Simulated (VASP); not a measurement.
BeSe2:

```
CELL_PARAMETERS angstrom
3.69672 0.00000 0.00000
0.00000 3.69672 0.00000
0.00000 0.00000 10.46094
ATOMIC_POSITIONS crystal
Be 0.50000 0.50000 0.00000
Be 0.00000 0.00000 0.00000
Se 0.50000 0.00000 0.87328
Se 0.00000 0.50000 0.12672
Se 0.50000 0.50000 0.50000
Se 0.00000 0.00000 0.50000
```

- Program: VASP 6.6.1
- Task: relaxation of cell and atoms
- Functional: PBE
- Potentials or basis: VASP PAW PBE potentials, release 64 (Be, Se)
- Cutoff: 600 eV
- k mesh: 8 × 8 × 4
- Occupations: gaussian, width 0.1 eV
- Spin: no spin polarisation

At the start: pressure 0.3 GPa; volume 23.83 Å³/atom.

**Question.** Where does the relaxation end?

**Answer.** Over 17 steps the energy falls by 3.0 meV/atom and the volume is 26.10 Å³/atom (+9.5 %); space group P4/nmm (No. 129, to 0.05 Å).

The path:
```csv
step,energy change (eV),largest force (eV/Å),pressure (GPa),volume (Å³)
1,0.0000,0.0757,0.30,142.96
2,-0.0024,0.0553,-0.02,143.88
3,-0.0024,0.0902,-0.11,144.13
4,-0.0039,0.0981,0.03,144.25
5,-0.0046,0.1083,0.21,144.40
6,-0.0060,0.0967,0.20,144.90
7,-0.0095,0.0596,0.18,146.41
8,-0.0140,0.0187,0.16,149.44
9,-0.0140,0.1960,0.19,155.55
10,-0.0152,0.1336,0.18,153.21
11,-0.0167,0.0701,0.00,154.64
12,-0.0172,0.0031,-0.18,156.19
13,-0.0179,0.0109,-0.07,156.43
14,-0.0180,0.0195,0.00,156.57
15,-0.0180,0.0206,0.01,156.59
16,-0.0180,0.0194,0.00,156.58
17,-0.0181,0.0091,0.03,156.59
```

Final structure:
```
Be Se
1.0
     3.69431    0.00000    0.00000
     0.00000    3.69431    0.00000
     0.00000    0.00000   11.47380
Be Se
2 4
Direct
  0.50000 0.50000 0.00000
  0.00000 0.00000 0.00000
  0.50000 0.00000 0.88355
  0.00000 0.50000 0.11645
  0.50000 0.50000 0.50000
  0.00000 0.00000 0.50000
```

Caveat: this functional lacks dispersion, which binds the layers, so the pressure and a relaxed spacing across them are unreliable.
